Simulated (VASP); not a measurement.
# Pt (Im-3m) in VASP: a series of runs

The runs below take Pt through relaxation of cell and atoms, with PBEsol.

All numbers are computed with VASP 6.6.1; they aren't measurements. Logs are shortened: lines on timing, memory, paths and dates and some standing lists are left out, and cuts for length are marked.

### 1 The cell of the first run

The structure is cubic, space group Im-3m (No. 229). The conventional cell has a = 3.168 Å, b = 3.168 Å, c = 3.168 Å, α = 90.00°, β = 90.00°, γ = 90.00°. Pt (site symmetry m-3m) has 14 Pt at 2.74 to 3.17 Å within 3.6 Å.

### 2 Relaxation of cell and atoms, PBEsol

INCAR

```
ALGO = Normal
EDIFF = 1E-7
EDIFFG = -0.01
ENCUT = 600
GGA = PS
IBRION = 2
ISIF = 3
ISMEAR = -1
LASPH = True
LCHARG = False
LREAL = False
LWAVE = False
NELM = 60
NSW = 60
PREC = Accurate
SIGMA = 0.05
```

KPOINTS

```
k-points
0
Gamma
  12 12 12
```

POSCAR

```
Pt
1.0
   -1.5842200000      1.5842200000      1.5842200000
    1.5842200000     -1.5842200000      1.5842200000
    1.5842200000      1.5842200000     -1.5842200000
Pt
1
Direct
    0.0000000000      0.0000000000      0.0000000000
```

Potentials or basis: VASP PAW PBE potentials, release 64 (Pt).

Run with:

```sh
$ cat potpaw_PBE.64/Pt/POTCAR > POTCAR
$ mpirun -np 1 vasp_std > vasp.out
```

OUTCAR:

```text
EDIFF = 1E-7
   EDIFFG = -0.01
   ENCUT = 600
   GGA = PS
   IBRION = 2
   ISIF = 3
   ISMEAR = -1
   LASPH = True
   LREAL = False
   NELM = 60
   NSW = 60
   PREC = Accurate

 ion  position               nearest neighbor table
   1  0.000  0.000  0.000-

  LATTYP: Found a body centered cubic cell.
 ALAT       =     3.1684400000

  Lattice vectors:

 A1 = (  -1.5842200000,   1.5842200000,   1.5842200000)
 A2 = (   1.5842200000,  -1.5842200000,   1.5842200000)
 A3 = (   1.5842200000,   1.5842200000,  -1.5842200000)

Analysis of symmetry for initial positions (statically):
=====================================================================
 Subroutine PRICEL returns:
 Original cell was already a primitive cell.

 Routine SETGRP: Setting up the symmetry group for a
 body centered cubic supercell.

 Subroutine GETGRP returns: Found 48 space group operations
[... 9 lines left out ...]

 Routine SETGRP: Setting up the symmetry group for a
 body centered cubic supercell.

 Subroutine GETGRP returns: Found 48 space group operations
[... 11 lines left out ...]
                                     Primitive cell

  volume of cell :      15.9040

  direct lattice vectors                    reciprocal lattice vectors
    -1.584220000  1.584220000  1.584220000     0.000000000  0.315612731  0.315612731
     1.584220000 -1.584220000  1.584220000     0.315612731  0.000000000  0.315612731
     1.584220000  1.584220000 -1.584220000     0.315612731  0.315612731  0.000000000

  length of vectors
     2.743949530  2.743949530  2.743949530     0.446343804  0.446343804  0.446343804

  position of ions in fractional coordinates (direct lattice)
     0.000000000  0.000000000  0.000000000

  ion indices of the primitive-cell ions
   primitive index   ion index
                 1           1

----------------------------------------------------------------------------------------

 KPOINTS: k-points

Automatic generation of k-mesh.
 Grid dimensions read from file:
 generate k-points for:   12   12   12

 Generating k-lattice:

  Cartesian coordinates                     Fractional coordinates (reciprocal lattice)
     0.000000000  0.026301061  0.026301061     0.083333333  0.000000000  0.000000000
     0.026301061  0.000000000  0.026301061     0.000000000  0.083333333  0.000000000
     0.026301061  0.026301061  0.000000000     0.000000000  0.000000000  0.083333333

  Length of vectors
     0.037195317  0.037195317  0.037195317

  Shift w.r.t. Gamma in fractional coordinates (k-lattice)
     0.000000000  0.000000000  0.000000000

 Subroutine IBZKPT returns following result:
 ===========================================

 Found     72 irreducible k-points:

 Following reciprocal coordinates:
            Coordinates               Weight
  0.000000  0.000000  0.000000      1.000000
  0.083333  0.000000  0.000000     12.000000
  0.166667  0.000000  0.000000     12.000000
  0.250000  0.000000  0.000000     12.000000
  0.333333  0.000000  0.000000     12.000000
  0.416667  0.000000  0.000000     12.000000
[... 16 lines left out ...]
  0.333333  0.083333  0.083333     24.000000
  0.416667  0.083333  0.083333     12.000000
 [... further k-points ...]
   k-points           NKPTS =     72   k-points in BZ     NKDIM =     72   number of bands    NBANDS=      9
   number of dos      NEDOS =    301   number of ions     NIONS =      1
   total plane-waves  NPLWV =  13824
   dimension x,y,z NGX =    24 NGY =   24 NGZ =   24
   dimension x,y,z NGXF=    48 NGYF=   48 NGZF=   48
   ions per type =               1
   NGX,Y,Z   is equivalent  to a cutoff of  14.54, 14.54, 14.54 a.u.
   NGXF,Y,Z  is equivalent  to a cutoff of  29.08, 29.08, 29.08 a.u.
 SYSTEM =  unknown system
   PREC   = accura    normal or accurate (medium, high low for compatibility)
   ISTART =      0    job   : 0-new  1-cont  2-samecut
   ICHARG =      2    charge: 1-file 2-atom 10-const
   ISPIN  =      1    spin polarized calculation?
   LNONCOLLINEAR =      F non collinear calculations
   LSORBIT =      F    spin-orbit coupling
   LASPH  =      T    aspherical Exc in radial PAW
   ENCUT  =  600.0 eV  44.10 Ry    6.64 a.u.   5.48  5.48  5.48*2*pi/ulx,y,z
   NELM   =     60;   NELMIN=  2; NELMDL= -5     # of ELM steps
   EDIFF  = 0.1E-06   stopping-criterion for ELM
   LREAL  =      F    real-space projection
   EDIFFG = -.1E-01   stopping-criterion for IOM
   NSW    =     60    number of steps for IOM
   IBRION =      2    ionic relax: 0-MD 1-quasi-New 2-CG
   NFREE  =      1    steps in history (QN), initial steepest desc. (CG)
   ISIF   =      3    stress and relaxation
   ISYM   =      2    0-nonsym 1-usesym 2-fastsym
   POTIM  = 0.5000    time-step for ionic-motion
   TEBEG  =    0.0;   TEEND  =   0.0 temperature during run
   PSTRESS=    0.0 pullay stress
   NELECT =      10.0000    total number of electrons
   NUPDOWN=      -1.0000    fix difference up-down
   EMIN   =  10.00;   EMAX   =-10.00  energy-range for DOS
   EFERMI =   0.00;   METHOD = LEGACY
   ISMEAR =    -1;   SIGMA  =   0.05  broadening in eV -4-tet -1-fermi 0-gaus
   EFERMI_NEDOS =   21; number of points for ismear=-14 and -15
   IALGO  =     38    algorithm
   IMIX   =      4    mixing-type and parameters
     AMIX     =   0.40;   BMIX     =  1.00
     AMIX_MAG =   1.60;   BMIX_MAG =  1.00
  volume/ion in A,a.u.               =      15.90       107.33
  Fermi-wavevector in a.u.,A,eV,Ry     =   1.402510  2.650360 26.763132  1.967035
  Thomas-Fermi vector in A             =   2.525265
   LORBIT       =      0    0 simple, 1 ext, 2 COOP (PROOUT), +10 PAW based schemes
   GGA     = PS    functional components
   LHFCALC =     F    Hartree Fock is set to
   AEXX    =    0.0000 exact exchange contribution
   IVDW    =     0    specifies the selected vdW correction
   LEPSILON=     F    determine dielectric tensor
   LRPA    =     F    only Hartree local field effects (RPA)
 conjugate gradient relaxation of ions
 non-spin polarized calculation
  energy-cutoff  :      600.00
  volume of cell :       15.90
 maximum number of plane-waves:       555
 NGX is ok and might be reduce to    24
   NGX = 11   NGY = 11   NGZ = 11

--------------------------------------- Ionic step        1  -------------------------------------------

 number of electron      10.0000000 magnetization

 number of electron       9.9999999 magnetization

 Free energy of the ion-electron system (eV)
  ---------------------------------------------------
  ext. energy  EPLUGINS =         0.00000000
  ---------------------------------------------------
  free energy    TOTEN  =        -6.84233902 eV

  energy without entropy =       -6.83603240  energy(sigma->0) =       -6.83918571

 E-fermi :   9.8344     XC(G=0): -13.3081

 val. band max:        9.7831648114   @ k =   0.5000   0.5000   0.4167
 cond. band min:       9.8707621845   @ k =  -0.4167  -0.4167   0.1667
 fundamental gap:      0.0875973731
 Fermi energy:         9.8343670806

 k-point     1 :       0.0000    0.0000    0.0000
  band No.  band energies     occupation
      1       0.4059      2.00000
      2       6.4507      2.00000
      3       6.4508      2.00000
      4       6.4508      2.00000
      5       8.9390      2.00000
      6       8.9390      2.00000
      7      26.9880      0.00000
      8      26.9880      0.00000
      9      26.9880      0.00000
[... 265 lines left out ...]
 k-point    24 :       0.4167    0.0833    0.0833
  band No.  band energies     occupation
      1       3.8456      2.00000
      2       5.0389      2.00000
      3       8.2950      2.00000
      4       8.8868      2.00000
      5       9.2739      1.99997
      6      13.2380      0.00000
      7      15.7579      0.00000
      8      23.0161      0.00000
      9      23.7281      0.00000

 [... further k-points ...]
[... 5 lines left out ...]
  --------------------------------------------------------------------------------------
  -------------------------------------------------------------------------------------
  Total       -1.1396851     -1.1396851     -1.1396851     -0.0000000      0.0000000     -0.0000000
  in kB     -114.8124529   -114.8124529   -114.8124529     -0.0000000      0.0000000     -0.0000000
  external PRESSURE =    -114.8124529 kB  Pullay stress =       0.0000000 kB
[... 195 lines left out ...]
  energy  without entropy=       -6.8638869686  energy(sigma->0) =       -6.86673735

--------------------------------------- Ionic step        7  -------------------------------------------

 number of electron      10.0000001 magnetization

 Free energy of the ion-electron system (eV)
  ---------------------------------------------------
  ext. energy  EPLUGINS =         0.00000000
  ---------------------------------------------------
  free energy    TOTEN  =        -6.86960776 eV

  energy without entropy =       -6.86392038  energy(sigma->0) =       -6.86676407

 E-fermi :  10.6700     XC(G=0): -13.5817

 val. band max:       10.6210155135   @ k =   0.5000   0.5000   0.4167
 cond. band min:      10.7164727814   @ k =  -0.4167  -0.4167   0.1667
 fundamental gap:      0.0954572678
 Fermi energy:        10.6699646140

 k-point     1 :       0.0000    0.0000    0.0000
  band No.  band energies     occupation
      1       0.7607      2.00000
      2       7.0390      2.00000
      3       7.0390      2.00000
      4       7.0390      2.00000
      5       9.7037      2.00000
      6       9.7037      2.00000
      7      27.8165      0.00000
      8      27.8165      0.00000
      9      27.8165      0.00000
[... 265 lines left out ...]
 k-point    24 :       0.4167    0.0833    0.0833
  band No.  band energies     occupation
      1       4.2629      2.00000
      2       5.5175      2.00000
      3       8.9769      2.00000
      4       9.6595      2.00000
      5      10.0795      1.99999
      6      14.2063      0.00000
      7      16.9621      0.00000
      8      23.9653      0.00000
      9      24.9851      0.00000

 [... further k-points ...]
[... 5 lines left out ...]
  --------------------------------------------------------------------------------------
  -------------------------------------------------------------------------------------
  Total        0.0006800      0.0006800      0.0006800     -0.0000000     -0.0000000      0.0000000
  in kB        0.0717660      0.0717660      0.0717660     -0.0000000     -0.0000000      0.0000000
  external PRESSURE =       0.0717660 kB  Pullay stress =       0.0000000 kB
[... 16 lines left out ...]
  FREE ENERGIE OF THE ION-ELECTRON SYSTEM (eV)
  ---------------------------------------------------
  free  energy   TOTEN  =        -6.8696077580 eV

  energy  without entropy=       -6.8639203771  energy(sigma->0) =       -6.86676407

 reached required accuracy - stopping structural energy minimisation
```

Wall time 48 s (1 thread of Intel Xeon Platinum 8259CL at 2.50GHz (Skylake/Cascade Lake), shared host); peak memory 0.16 GiB.

Results:

| Quantity | Value |
| --- | --- |
| Free energy | -6.8696 eV |
| Relaxed volume | 15.18 Å³/atom |
| Relaxed cell | a = 2.702 Å, b = 2.702 Å, c = 2.702 Å, α = 109.47°, β = 109.47°, γ = 109.47° |
| Space group after relaxing (to 0.05 Å) | Im-3m (No. 229) |
| Energy gained by relaxing | 27.3 meV/atom |
| Ionic steps | 7 |
| Pressure after relaxing | 0.0 GPa |
| Band gap on the k mesh | zero (band 5 reaches 11.85 eV, above the bottom of band 6 at 9.54 eV) |

Step by step:
```tsv
step	energy change (eV)	largest force (eV/Å)	pressure (GPa)	volume (Å³)
1	0.0000	0.0000	-11.48	15.90
2	0.2018	0.0000	47.52	13.42
3	-0.0272	0.0000	-0.57	15.21
4	-0.0273	0.0000	-0.11	15.19
5	-0.0273	0.0000	0.15	15.17
6	-0.0272	0.0000	-0.33	15.20
7	-0.0273	0.0000	0.01	15.18
```

Final structure:
```
Pt
1.0
    -1.55981    1.55981    1.55981
     1.55981   -1.55981    1.55981
     1.55981    1.55981   -1.55981
Pt
1
Direct
  0.00000 0.00000 0.00000
```

Levels at points of the mesh, in eV from the Fermi level:
| k point | band 1 | band 2 | band 3 | band 4 | band 5 | band 6 | band 7 | band 8 | band 9 |
| --- | --- | --- | --- | --- | --- | --- | --- | --- | --- |
| (0.00, 0.00, 0.00) | -9.91 | -3.63 | -3.63 | -3.63 | -0.97 | -0.97 | 17.15 | 17.15 | 17.15 |
| (0.50, 0.00, 0.00) | -6.91 | -5.15 | -1.16 | -0.61 | 0.15 | 1.22 | 6.69 | 13.31 | 16.22 |
| (0.50, 0.50, 0.50) | -6.41 | -6.41 | 0.66 | 0.66 | 0.66 | 7.78 | 7.78 | 7.78 | 13.39 |

Caveat: the PAW data sets were made with another functional, which shifts forces and pressure a little; spin-orbit coupling is left out, which moves the levels of the heavy elements.

### 3 Relaxation of cell and atoms, PBEsol, target pressure 2 GPa, at which the enthalpy is minimised

INCAR

```
PREC = Accurate
ENCUT = 600
EDIFF = 1E-6
ISMEAR = -1
SIGMA = 0.05
LREAL = F
LASPH = T
NELM = 80
ALGO = Normal
ISIF = 3
LWAVE = F
LCHARG = F
GGA = PS
IBRION = 2
NSW = 60
EDIFFG = -0.01
PSTRESS = 20.0
```

KPOINTS

```
regular mesh
0
Gamma
  12 12 12
```

POSCAR is that of step 2.

Potentials or basis: VASP PAW PBE potentials, release 64 (Pt).

Run with:

```sh
$ cat potpaw_PBE.64/Pt/POTCAR > POTCAR
$ mpirun -np 1 vasp_std > vasp.out
```

Wall time 50 s (1 thread of Intel Xeon Platinum 8259CL at 2.50GHz (Skylake/Cascade Lake), shared host); peak memory 0.16 GiB.

The run converged. Its results:

* Free energy: -6.8690 eV
* Relaxed volume: 15.07 Å³/atom
* Relaxed cell: a = 2.695 Å, b = 2.695 Å, c = 2.695 Å, α = 109.47°, β = 109.47°, γ = 109.47°
* Space group after relaxing (to 0.05 Å): Im-3m (No. 229)
* Energy change on relaxing (the enthalpy is what falls): -26.6 meV/atom
* Ionic steps: 7
* Pressure after relaxing: 2.0 GPa
* Band gap on the k mesh: zero (band 5 reaches 12.00 eV, above the bottom of band 6 at 9.65 eV)

The path:
```tsv
step	energy change (eV)	largest force (eV/Å)	pressure (GPa)	volume (Å³)
1	0.0000	0.0000	-11.48	15.90
2	0.3421	0.0000	64.33	13.02
3	-0.0270	0.0000	1.19	15.12
4	-0.0267	0.0000	1.81	15.08
5	-0.0265	0.0000	2.12	15.07
6	-0.0268	0.0000	1.75	15.09
7	-0.0266	0.0000	1.99	15.07
```

Final structure:
```
CELL_PARAMETERS angstrom
-1.55617 1.55617 1.55617
1.55617 -1.55617 1.55617
1.55617 1.55617 -1.55617
ATOMIC_POSITIONS crystal
Pt 0.00000 0.00000 0.00000
```

Levels at points of the mesh, in eV from the Fermi level:
```
           k point  band 1  band 2  band 3  band 4  band 5  band 6  band 7  band 8  band 9
(0.00, 0.00, 0.00)   -9.98   -3.67   -3.67   -3.67   -0.98   -0.98   17.14   17.14   17.14
(0.50, 0.00, 0.00)   -6.98   -5.21   -1.17   -0.61    0.13    1.24    6.76   13.31   16.29
(0.50, 0.50, 0.50)   -6.48   -6.48    0.67    0.67    0.67    7.79    7.79    7.79   13.50
```

Caveat: the cell is relaxed towards a set pressure, so the enthalpy falls and the energy may rise; the PAW data sets were made with another functional, which shifts forces and pressure a little; spin-orbit coupling is left out, which moves the levels of the heavy elements.

### 4 Relaxation of cell and atoms, PBEsol, target pressure 5 GPa, at which the enthalpy is minimised

INCAR

```
  PREC = Accurate
  ENCUT = 600
  EDIFF = 1E-6
  ISMEAR = -1
  SIGMA = 0.05
  LREAL = False
  LASPH = True
  NELM = 100
  ALGO = Normal
  ISIF = 3
  LWAVE = False
  LCHARG = False
  GGA = PS
  IBRION = 2
  NSW = 60
  EDIFFG = -0.01
  PSTRESS = 50.0
```

KPOINTS is that of step 3.

POSCAR is that of step 3.

Run with:

```sh
$ cat potpaw_PBE.64/Pt/POTCAR > POTCAR
$ mpirun -np 1 vasp_std > vasp.out
```

It took 48 s on 1 thread of Intel Xeon Platinum 8259CL at 2.50GHz (Skylake/Cascade Lake), shared host; peak memory 0.16 GiB.

The run converged. Its results:

```
Free energy                                            : -6.8656 eV
Relaxed volume                                         : 14.92 Å³/atom
Relaxed cell                                           : a = 2.686 Å, b = 2.686 Å, c = 2.686 Å, α = 109.47°, β = 109.47°, γ = 109.47°
Space group after relaxing (to 0.05 Å)                 : Im-3m (No. 229)
Energy change on relaxing (the enthalpy is what falls) : -23.3 meV/atom
Ionic steps                                            : 5
Pressure after relaxing                                : 5.0 GPa
Band gap on the k mesh                                 : zero (band 5 reaches 12.21 eV, above the bottom of band 6 at 9.82 eV)
```

Step by step:
```tsv
step	energy change (eV)	largest force (eV/Å)	pressure (GPa)	volume (Å³)
1	0.0000	0.0000	-11.48	15.90
2	0.6326	0.0000	94.60	12.43
3	-0.0251	0.0000	3.70	14.99
4	-0.0239	0.0000	4.64	14.94
5	-0.0233	0.0000	5.02	14.92
```

Final structure:
```cif
data_structure
_symmetry_space_group_name_H-M 'P 1'
_symmetry_Int_Tables_number 1
_cell_length_a 2.6862
_cell_length_b 2.6862
_cell_length_c 2.6862
_cell_angle_alpha 109.471
_cell_angle_beta 109.471
_cell_angle_gamma 109.471
_cell_volume 14.92
loop_
_atom_site_label
_atom_site_type_symbol
_atom_site_fract_x
_atom_site_fract_y
_atom_site_fract_z
_atom_site_occupancy
Pt1 Pt 0.00000 0.00000 0.00000 1
```

Levels at points of the mesh, in eV from the Fermi level:
| k point | band 1 | band 2 | band 3 | band 4 | band 5 | band 6 | band 7 | band 8 | band 9 |
| --- | --- | --- | --- | --- | --- | --- | --- | --- | --- |
| (0.00, 0.00, 0.00) | -10.09 | -3.73 | -3.73 | -3.73 | -0.99 | -0.99 | 17.14 | 17.14 | 17.14 |
| (0.50, 0.00, 0.00) | -7.08 | -5.29 | -1.18 | -0.62 | 0.10 | 1.27 | 6.85 | 13.31 | 16.38 |
| (0.50, 0.50, 0.50) | -6.59 | -6.59 | 0.68 | 0.68 | 0.68 | 7.82 | 7.82 | 7.82 | 13.65 |

Caveat: the cell is relaxed towards a set pressure, so the enthalpy falls and the energy may rise; the PAW data sets were made with another functional, which shifts forces and pressure a little; spin-orbit coupling is left out, which moves the levels of the heavy elements.

### 5 Relaxation of cell and atoms, PBEsol, target pressure 10 GPa, at which the enthalpy is minimised

INCAR

```
SYSTEM = Pt
ALGO = Fast
EDIFF = 1E-6
EDIFFG = -0.01
ENCUT = 600
GGA = PS
IBRION = 2
ISIF = 3
ISMEAR = -1
LASPH = .True.
LCHARG = .False.
LREAL = .False.
LWAVE = .False.
NELM = 100
NSW = 60
PREC = Accurate
PSTRESS = 100.0
SIGMA = 0.05
```

KPOINTS

```
k-points
0
Gamma
  12 12 12
  0 0 0
```

POSCAR is that of step 4.

Run with:

```sh
$ cat potpaw_PBE.64/Pt/POTCAR > POTCAR
$ mpirun -np 1 vasp_std > vasp.out
```

Wall time 60 s (1 thread of Intel Xeon Platinum 8259CL at 2.50GHz (Skylake/Cascade Lake), shared host); peak memory 0.16 GiB.

It converged, with:

* Free energy: -6.8549 eV
* Relaxed volume: 14.69 Å³/atom
* Relaxed cell: a = 2.672 Å, b = 2.672 Å, c = 2.672 Å, α = 109.47°, β = 109.47°, γ = 109.47°
* Space group after relaxing (to 0.05 Å): Im-3m (No. 229)
* Energy change on relaxing (the enthalpy is what falls): -12.6 meV/atom
* Ionic steps: 5
* Pressure after relaxing: 10.0 GPa
* Band gap on the k mesh: zero (band 5 reaches 12.55 eV, above the bottom of band 6 at 10.08 eV)

The path:
| step | energy change (eV) | largest force (eV/Å) | pressure (GPa) | volume (Å³) |
| --- | --- | --- | --- | --- |
| 1 | 0.0000 | 0.0000 | -11.46 | 15.90 |
| 2 | 1.3707 | 0.0000 | 161.44 | 11.49 |
| 3 | -0.0185 | 0.0000 | 7.50 | 14.80 |
| 4 | -0.0146 | 0.0000 | 9.21 | 14.73 |
| 5 | -0.0126 | 0.0000 | 9.96 | 14.69 |

Final structure:
```yaml
crystal:
  lattice:
    - [-1.54289, 1.54289, 1.54289]
    - [1.54289, -1.54289, 1.54289]
    - [1.54289, 1.54289, -1.54289]
  atoms:
    - { symbol: Pt, position: [0.00000, 0.00000, 0.00000] }
```

Levels at points of the mesh, in eV from the Fermi level:
```csv
k point,band 1,band 2,band 3,band 4,band 5,band 6,band 7,band 8,band 9
"(0.00, 0.00, 0.00)",-10.25,-3.81,-3.81,-3.81,-1.02,-1.02,17.13,17.13,17.13
"(0.50, 0.00, 0.00)",-7.24,-5.42,-1.21,-0.63,0.05,1.31,7.00,13.31,16.52
"(0.50, 0.50, 0.50)",-6.75,-6.75,0.71,0.71,0.71,7.86,7.86,7.86,13.90
```

Caveat: the cell is relaxed towards a set pressure, so the enthalpy falls and the energy may rise; the PAW data sets were made with another functional, which shifts forces and pressure a little; spin-orbit coupling is left out, which moves the levels of the heavy elements.

### 6 Summary

```csv
cell,gap on the mesh (eV),pressure (GPa)
relaxed,none,0.0
relaxed to 2 GPa,none,2.0
relaxed to 5 GPa,none,5.0
relaxed to 10 GPa,none,10.0
```

Alike in all rows: task relaxation of cell and atoms; level PBEsol; potentials or basis VASP PAW PBE potentials, release 64 (Pt); no spin polarisation; k mesh 12 × 12 × 12; cutoff (eV) 600; smearing fermi-dirac 0.05 eV.

Caveats: the PAW data sets were made with another functional, which shifts forces and pressure a little; spin-orbit coupling is left out, which moves the levels of the heavy elements; the cell is relaxed towards a set pressure, so the enthalpy falls and the energy may rise (some runs).

Total energies depend on the potentials used, so only differences within one code and one set of settings carry meaning.
